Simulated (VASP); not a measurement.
# Ag in VASP: a series of runs

The runs below take Ag through single point, relaxation of cell and atoms, with PBEsol.

Everything below comes from runs of VASP 6.6.1. Logs are shortened: lines on timing, memory, paths and dates and some standing lists are left out, and cuts for length are marked.

### 1 The cell of the first run

Symmetry: I4/mmm, No. 139, tetragonal system. Conventional cell: a = 3.334 Å, b = 3.334 Å, c = 3.021 Å, α = 90.00°, β = 90.00°, γ = 90.00°. Within 3.7 Å of Ag (site symmetry 4/mmm) lie 14 Ag at 2.80 to 3.33 Å.

### 2 Single point, PBEsol

Input file INCAR:

```
SYSTEM = Ag
PREC     = Accurate       ! precision mode
ENCUT    = 520            ! plane-wave cutoff, eV
EDIFF    = 1E-7           ! SCF threshold, eV
ISMEAR   = 0              ! smearing method
SIGMA    = 0.1            ! smearing width, eV
LREAL    = .FALSE.        ! projectors in reciprocal space
LASPH    = .TRUE.         ! aspherical terms in the spheres
NELM     = 100            ! most SCF steps
ALGO     = Normal         ! electronic algorithm
ISIF     = 2              ! what is computed and relaxed
LWAVE    = .FALSE.        ! write WAVECAR
LCHARG   = .FALSE.        ! write CHGCAR
GGA      = PS             ! functional
NBANDS   = 12             ! bands
```

Input file KPOINTS:

```
regular mesh
0
G
  24 24 24
  0 0 0
```

Input file POSCAR:

```
Ag
1.0
   -1.6670888598      1.6670888598      1.5105709004
    1.6670888598     -1.6670888598      1.5105709004
    1.6670888598      1.6670888598     -1.5105709004
Ag
1
Direct
    0.5000000000      0.5000000000      0.0000000000
```

Potentials or basis: VASP PAW PBE potentials, release 64 (Ag).

On the command line:

```console
$ cat potpaw_PBE.64/Ag/POTCAR > POTCAR
$ mpirun -np 1 vasp_std > vasp.out
```

OUTCAR:

```text
SYSTEM = Ag
   PREC = Accurate
   ENCUT = 520
   EDIFF = 1E-7
   ISMEAR = 0
   LREAL = .FALSE.
   LASPH = .TRUE.
   NELM = 100
   ISIF = 2
   GGA = PS

 ion  position               nearest neighbor table
   1  0.500  0.500  0.000-

  LATTYP: Found a body centered tetragonal cell.
 ALAT       =     3.3341777196
 C/A-ratio  =     0.9061130074

  Lattice vectors:

 A1 = (  -1.6670888598,   1.6670888598,   1.5105709004)
 A2 = (   1.6670888598,  -1.6670888598,   1.5105709004)
 A3 = (   1.6670888598,   1.6670888598,  -1.5105709004)

Analysis of symmetry for initial positions (statically):
=====================================================================
 Subroutine PRICEL returns:
 Original cell was already a primitive cell.

 Routine SETGRP: Setting up the symmetry group for a
 body centered tetragonal supercell.

 Subroutine GETGRP returns: Found 16 space group operations
 (whereof 16 operations were pure point group operations)
 out of a pool of 16 trial point group operations.

The static configuration has the point symmetry D_4h.

Analysis of symmetry for dynamics (positions and initial velocities):
=====================================================================
 Subroutine PRICEL returns:
 Original cell was already a primitive cell.

 Routine SETGRP: Setting up the symmetry group for a
 body centered tetragonal supercell.

 Subroutine GETGRP returns: Found 16 space group operations
 (whereof 16 operations were pure point group operations)
 out of a pool of 16 trial point group operations.

The dynamic configuration has the point symmetry D_4h.

 Subroutine INISYM returns: Found 16 space group operations
 (whereof 16 operations are pure point group operations),
 and found     1 'primitive' translations

----------------------------------------------------------------------------------------

                                     Primitive cell

  volume of cell :      16.7926

  direct lattice vectors                    reciprocal lattice vectors
    -1.667088860  1.667088860  1.510570900     0.000000000  0.299924024  0.331000683
     1.667088860 -1.667088860  1.510570900     0.299924024  0.000000000  0.331000683
     1.667088860  1.667088860 -1.510570900     0.299924024  0.299924024  0.000000000

  length of vectors
     2.800034817  2.800034817  2.800034817     0.446671997  0.446671997  0.424156623

  position of ions in fractional coordinates (direct lattice)
     0.500000000  0.500000000  0.000000000

  ion indices of the primitive-cell ions
   primitive index   ion index
                 1           1

----------------------------------------------------------------------------------------

 KPOINTS: regular mesh

Automatic generation of k-mesh.
 Grid dimensions read from file:
 generate k-points for:   24   24   24

 Generating k-lattice:

  Cartesian coordinates                     Fractional coordinates (reciprocal lattice)
     0.000000000  0.012496834  0.013791695     0.041666667  0.000000000  0.000000000
     0.012496834  0.000000000  0.013791695     0.000000000  0.041666667  0.000000000
     0.012496834  0.012496834  0.000000000     0.000000000  0.000000000  0.041666667

  Length of vectors
     0.018611333  0.018611333  0.017673193

  Shift w.r.t. Gamma in fractional coordinates (k-lattice)
     0.000000000  0.000000000  0.000000000

 Subroutine IBZKPT returns following result:
 ===========================================

 Found   1063 irreducible k-points:

 Following reciprocal coordinates:
            Coordinates               Weight
  0.000000  0.000000  0.000000      1.000000
  0.041667 -0.000000  0.000000      8.000000
  0.083333  0.000000  0.000000      8.000000
  0.125000 -0.000000  0.000000      8.000000
  0.166667  0.000000  0.000000      8.000000
  0.208333  0.000000  0.000000      8.000000
[... 16 lines left out ...]
  0.416667  0.041667  0.000000     16.000000
  0.458333  0.041667  0.000000     16.000000
 [... further k-points ...]
   k-points           NKPTS =   1063   k-points in BZ     NKDIM =   1063   number of bands    NBANDS=     12
   number of dos      NEDOS =    301   number of ions     NIONS =      1
   total plane-waves  NPLWV =  13824
   dimension x,y,z NGX =    24 NGY =   24 NGZ =   24
   dimension x,y,z NGXF=    48 NGYF=   48 NGZF=   48
   ions per type =               1
   NGX,Y,Z   is equivalent  to a cutoff of  14.25, 14.25, 14.25 a.u.
   NGXF,Y,Z  is equivalent  to a cutoff of  28.50, 28.50, 28.50 a.u.
 SYSTEM =  Ag
   PREC   = accura    normal or accurate (medium, high low for compatibility)
   ISTART =      0    job   : 0-new  1-cont  2-samecut
   ICHARG =      2    charge: 1-file 2-atom 10-const
   ISPIN  =      1    spin polarized calculation?
   LNONCOLLINEAR =      F non collinear calculations
   LSORBIT =      F    spin-orbit coupling
   LASPH  =      T    aspherical Exc in radial PAW
   ENCUT  =  520.0 eV  38.22 Ry    6.18 a.u.   5.21  5.21  5.21*2*pi/ulx,y,z
   NELM   =    100;   NELMIN=  2; NELMDL= -5     # of ELM steps
   EDIFF  = 0.1E-06   stopping-criterion for ELM
   LREAL  =      F    real-space projection
   EDIFFG = 0.1E-05   stopping-criterion for IOM
   NSW    =      0    number of steps for IOM
   IBRION =     -1    ionic relax: 0-MD 1-quasi-New 2-CG
   NFREE  =      0    steps in history (QN), initial steepest desc. (CG)
   ISIF   =      2    stress and relaxation
   ISYM   =      2    0-nonsym 1-usesym 2-fastsym
   POTIM  = 0.5000    time-step for ionic-motion
   TEBEG  =    0.0;   TEEND  =   0.0 temperature during run
   PSTRESS=    0.0 pullay stress
   NELECT =      11.0000    total number of electrons
   NUPDOWN=      -1.0000    fix difference up-down
   EMIN   =  10.00;   EMAX   =-10.00  energy-range for DOS
   EFERMI =   0.00;   METHOD = LEGACY
   ISMEAR =     0;   SIGMA  =   0.10  broadening in eV -4-tet -1-fermi 0-gaus
   EFERMI_NEDOS =   21; number of points for ismear=-14 and -15
   IALGO  =     38    algorithm
   IMIX   =      4    mixing-type and parameters
     AMIX     =   0.40;   BMIX     =  1.00
     AMIX_MAG =   1.60;   BMIX_MAG =  1.00
  volume/ion in A,a.u.               =      16.79       113.32
  Fermi-wavevector in a.u.,A,eV,Ry     =   1.421781  2.686777 27.503669  2.021463
  Thomas-Fermi vector in A             =   2.542555
   LORBIT       =      0    0 simple, 1 ext, 2 COOP (PROOUT), +10 PAW based schemes
   GGA     = PS    functional components
   LHFCALC =     F    Hartree Fock is set to
   AEXX    =    0.0000 exact exchange contribution
   IVDW    =     0    specifies the selected vdW correction
   LEPSILON=     F    determine dielectric tensor
   LRPA    =     F    only Hartree local field effects (RPA)
 non-spin polarized calculation
 Gauss-broadening in eV      SIGMA  =   0.10
  energy-cutoff  :      520.00
  volume of cell :       16.79
 maximum number of plane-waves:       465
 NGX is ok and might be reduce to    24

 number of electron      11.0000001 magnetization

 Free energy of the ion-electron system (eV)
  ---------------------------------------------------
  ext. energy  EPLUGINS =         0.00000000
  ---------------------------------------------------
  free energy    TOTEN  =        -3.27393119 eV

  energy without entropy =       -3.27218596  energy(sigma->0) =       -3.27305858

 E-fermi :   8.4607     XC(G=0): -12.5014

 val. band max:        8.4542876073   @ k =   0.3333   0.0833   0.0833
 cond. band min:       8.4616508623   @ k =   0.5000   0.3333   0.0000
 fundamental gap:      0.0073632550
 Fermi energy:         8.4606654170

 k-point     1 :       0.0000    0.0000    0.0000
  band No.  band energies     occupation
      1       0.5080      2.00000
      2       3.2028      2.00000
      3       3.7085      2.00000
      4       3.7085      2.00000
      5       4.5302      2.00000
      6       5.1105      2.00000
      7      25.7763      0.00000
      8      25.7763      0.00000
      9      27.7926      0.00000
     10      32.2697      0.00000
     11      32.2697      0.00000
     12      32.5998      0.00000

 k-point     2 :       0.0417   -0.0000    0.0000
  band No.  band energies     occupation
      1       0.5690      2.00000
      2       3.2151      2.00000
      3       3.7065      2.00000
      4       3.7131      2.00000
      5       4.5354      2.00000
      6       5.0953      2.00000
      7      25.7500      0.00000
      8      25.8185      0.00000
      9      27.6328      0.00000
     10      31.4683      0.00000
     11      31.8875      0.00000
     12      32.5251      0.00000

 k-point     3 :       0.0833    0.0000    0.0000
  band No.  band energies     occupation
      1       0.7488      2.00000
      2       3.2359      2.00000
      3       3.6997      2.00000
      4       3.7435      2.00000
      5       4.5531      2.00000
      6       5.0539      2.00000
      7      25.6361      0.00000
      8      25.9389      0.00000
      9      27.1081      0.00000
     10      30.6291      0.00000
     11      31.0077      0.00000
     12      31.7823      0.00000
[... 286 lines left out ...]
 k-point    23 :       0.4167    0.0417    0.0000
  band No.  band energies     occupation
      1       2.0068      2.00000
      2       2.5750      2.00000
      3       4.7598      2.00000
      4       5.2735      2.00000
      5       5.7208      2.00000
      6       7.9152      2.00000
      7      14.0430      0.00000
      8      21.4203      0.00000
      9      22.3964      0.00000
     10      28.2035      0.00000
     11      29.3167      0.00000
     12      32.9157      0.00000

 k-point    24 :       0.4583    0.0417    0.0000
  band No.  band energies     occupation
      1       1.9713      2.00000
      2       2.5480      2.00000
      3       4.7754      2.00000
      4       5.2879      2.00000
      5       5.8326      2.00000
      6       8.5766      0.10098
      7      13.1902      0.00000
      8      21.2494      0.00000
      9      22.1533      0.00000
     10      28.2648      0.00000
     11      29.3959      0.00000
     12      32.9846      0.00000

 [... further k-points ...]

------------------------ aborting loop because EDIFF is reached ----------------------------------------

  FORCE on cell =-STRESS in cart. coord.  units (eV):
  Direction    XX          YY          ZZ          XY          YZ          ZX
  --------------------------------------------------------------------------------------
  -------------------------------------------------------------------------------------
  Total       -0.0225496     -0.0225496     -0.0241147      0.0000000      0.0000000      0.0000000
  in kB       -2.1514433     -2.1514433     -2.3007693      0.0000000      0.0000000      0.0000000
  external PRESSURE =      -2.2012186 kB  Pullay stress =       0.0000000 kB

 VOLUME and BASIS-vectors are now :
 -----------------------------------------------------------------------------
  energy-cutoff  :      520.00
  volume of cell :       16.79
      direct lattice vectors                 reciprocal lattice vectors
    -1.667088860  1.667088860  1.510570900     0.000000000  0.299924024  0.331000683
     1.667088860 -1.667088860  1.510570900     0.299924024  0.000000000  0.331000683
     1.667088860  1.667088860 -1.510570900     0.299924024  0.299924024  0.000000000

 POSITION                                       TOTAL-FORCE (eV/Angst)
 -----------------------------------------------------------------------------------
      0.00000      0.00000      1.51057        -0.000000     -0.000000      0.000000
 -----------------------------------------------------------------------------------
    total drift:                               -0.000000      0.000000      0.000000

  FREE ENERGIE OF THE ION-ELECTRON SYSTEM (eV)
  ---------------------------------------------------
  free  energy   TOTEN  =        -3.2739311892 eV

  energy  without entropy=       -3.2721859645  energy(sigma->0) =       -3.27305858
```

It took 2.7 min on 1 thread of Intel Xeon Platinum 8259CL at 2.50GHz (Skylake/Cascade Lake), shared host; peak memory 0.31 GiB.

What came out:

- Free energy: -3.2739 eV
- Pressure: -0.2 GPa

Caveat: the PAW data sets were made with another functional, which shifts forces and pressure a little.

### 3 Relaxation of cell and atoms, PBEsol

This run uses another cell than the first one, of 16.88 Å³/atom, 1.005 times its volume.

Input file INCAR:

```
PREC     = Accurate       # precision mode
ENCUT    = 600            # plane-wave cutoff, eV
EDIFF    = 1E-6           # SCF threshold, eV
ISMEAR   = 0              # smearing method
SIGMA    = 0.1            # smearing width, eV
LREAL    = F              # projectors in reciprocal space
LASPH    = T              # aspherical terms in the spheres
NELM     = 100            # most SCF steps
ALGO     = Normal         # electronic algorithm
ISIF     = 3              # what is computed and relaxed
LWAVE    = F              # write WAVECAR
LCHARG   = F              # write CHGCAR
GGA      = PS             # functional
IBRION   = 2              # ionic algorithm
NSW      = 100            # ionic steps
EDIFFG   = -0.01          # ionic threshold
```

Input file KPOINTS:

```
Automatic mesh
0
Gamma
  24 24 24
```

Input file POSCAR:

```
Ag
1.0
   -1.6905303261      1.6905303261      1.4764489023
    1.6905303261     -1.6905303261      1.4764489023
    1.6905303261      1.6905303261     -1.4764489023
Ag
1
Direct
    0.5000000000      0.5000000000      0.0000000000
```

Potentials or basis: VASP PAW PBE potentials, release 64 (Ag).

On the command line:

```console
$ cat potpaw_PBE.64/Ag/POTCAR > POTCAR
$ mpirun -np 1 vasp_std > vasp.out
```

Wall time 11 min (1 thread of Intel Xeon Platinum 8259CL at 2.50GHz (Skylake/Cascade Lake), shared host); peak memory 0.37 GiB.

Results (log left out):

* Free energy: -3.2741 eV
* Relaxed volume: 16.76 Å³/atom
* Relaxed cell: a = 2.798 Å, b = 2.798 Å, c = 2.798 Å, α = 106.88°, β = 106.88°, γ = 114.79°
* Space group after relaxing (to 0.05 Å): I4/mmm (No. 139)
* Energy gained by relaxing: 0.8 meV/atom
* Ionic steps: 10
* Pressure after relaxing: 0.0 GPa

The path:
| step | energy change (eV) | largest force (eV/Å) | pressure (GPa) | volume (Å³) |
| --- | --- | --- | --- | --- |
| 1 | 0.0000 | 0.0000 | -0.65 | 16.88 |
| 2 | -0.0001 | 0.0000 | 0.47 | 16.71 |
| 3 | -0.0002 | 0.0000 | 0.05 | 16.77 |
| 4 | -0.0003 | 0.0000 | 0.06 | 16.77 |
| 5 | -0.0004 | 0.0000 | 0.05 | 16.77 |
| 6 | -0.0007 | 0.0000 | 0.07 | 16.76 |
| 7 | -0.0007 | 0.0000 | 0.16 | 16.73 |
| 8 | -0.0008 | 0.0000 | 0.10 | 16.74 |
| 9 | -0.0007 | 0.0000 | -0.57 | 16.84 |
| 10 | -0.0008 | 0.0000 | -0.01 | 16.76 |

Final structure:
```xyz
1
Lattice="-1.6669 1.6669 1.5080 1.6669 -1.6669 1.5080 1.6669 1.6669 -1.5080" Properties=species:S:1:pos:R:3 pbc="T T T"
Ag    0.0000    0.0000    1.5080
```

Levels at points of the mesh, in eV from the Fermi level:
```tsv
k point	band 3	band 4	band 5	band 6	band 7	band 8	band 9
(0.00, 0.00, 0.00)	-4.76	-4.76	-3.94	-3.35	17.31	17.31	19.37
(0.50, 0.00, 0.00)	-3.67	-3.15	-2.54	0.06	4.64	12.89	13.86
(0.50, 0.50, 0.00)	-4.05	-3.61	-2.60	-0.57	3.58	14.49	16.29
(0.50, 0.50, 0.50)	-2.83	-2.83	-2.69	5.93	5.93	8.99	12.08
```

Caveat: the PAW data sets were made with another functional, which shifts forces and pressure a little.

### 4 Single point, PBEsol

This run uses another cell than the first one: it holds 4 atoms, not 1.

Input file INCAR:

```
SYSTEM = Ag
  ALGO = Normal
  EDIFF = 1E-6
  ENCUT = 520
  GGA = PS
  ISIF = 2
  ISMEAR = 0
  LASPH = .True.
  LCHARG = .False.
  LREAL = .False.
  LWAVE = .False.
  NBANDS = 30
  NELM = 100
  PREC = Accurate
  SIGMA = 0.1
```

Input file KPOINTS:

```
k-points
0
Gamma
  4 4 4
  0 0 0
```

Input file POSCAR:

```
Ag
1.0
    2.3492841019     -2.3544154242      0.0000000000
    2.3492841019      2.3544154242      0.0000000000
    0.0000000000      0.0000000000      6.0254576025
Ag
4
Direct
    0.2496480406      0.7503519594      0.1251183622
    0.7496480406      0.2503519594      0.3748816378
    0.7503519594      0.2496480406      0.8748816378
    0.2503519594      0.7496480406      0.6251183622
```

On the command line:

```console
$ cat potpaw_PBE.64/Ag/POTCAR > POTCAR
$ mpirun -np 1 vasp_std > vasp.out
```

Run time: 39 s. Hardware: 1 thread of Intel Xeon Platinum 8259CL at 2.50GHz (Skylake/Cascade Lake), shared host; peak memory 0.19 GiB.

It converged, with:

```yaml
Free_energy: -13.1941 eV
Pressure: -0.1 GPa
Largest_force: 0.012 eV/Å
Band_gap_on_the_k_mesh: zero (band 22 reaches 10.79 eV, above the bottom of band 23 at 7.19 eV)
```

Forces on the atoms (eV/Å):
```
Ag   0.000 -0.010 -0.007
Ag   0.000 -0.010  0.007
Ag   0.000  0.010  0.007
Ag   0.000  0.010 -0.007
```

Stress tensor (GPa, compression positive):
```
 0.05  0.00  0.00
 0.00 -0.35  0.00
 0.00  0.00 -0.02
```

Levels at points of the mesh, in eV from the Fermi level:
```csv
k point,band 18,band 19,band 20,band 21,band 22,band 23,band 24,band 25,band 26,band 27
"(0.00, 0.00, 0.00)",-3.35,-2.84,-2.83,-2.69,-1.16,-1.16,5.97,5.98,9.01,12.19
"(0.50, 0.00, 0.00)",-3.15,-2.54,-2.54,-2.25,-2.25,0.06,0.06,4.68,4.68,12.11
"(0.50, 0.50, 0.00)",-3.28,-2.61,-2.60,-0.57,-0.55,3.61,3.66,5.95,5.96,6.05
"(0.00, 0.00, 0.50)",-3.68,-3.45,-3.45,-3.09,-3.09,4.12,4.12,8.22,8.22,8.22
"(0.50, 0.00, 0.50)",-3.00,-2.99,-2.99,-1.36,-1.36,-1.36,-1.36,8.62,8.62,8.63
"(0.50, 0.50, 0.50)",-3.58,-3.57,-3.57,2.24,2.24,2.27,2.27,3.87,3.87,3.92
```

Caveat: the k points lie up to 0.47 Å⁻¹ apart; the PAW data sets were made with another functional, which shifts forces and pressure a little.

### 5 Overview

```tsv
task	cell	k mesh	cutoff (eV)	gap on the mesh (eV)	pressure (GPa)
single point	a = 2.800 Å, angles 106.9, 106.9, 114.7°, 1 atom	24 × 24 × 24	520	none	-0.2
relaxation of cell and atoms	relaxed from a = 2.810 Å, angles 106.0, 106.0, 116.6°, 1 atom	24 × 24 × 24	600	none	0.0
single point	a = 3.326, b = 3.326, c = 6.025 Å, angles 90.0, 90.0, 90.1°, 4 atoms	4 × 4 × 4	520	none	-0.1
```

Alike in all rows: level PBEsol; potentials or basis VASP PAW PBE potentials, release 64 (Ag); no spin polarisation; smearing gaussian 0.1 eV.

Caveats: some runs use coarse meshes; the PAW data sets were made with another functional, which shifts forces and pressure a little.

Absolute energies hang on the potentials; compare differences alone.
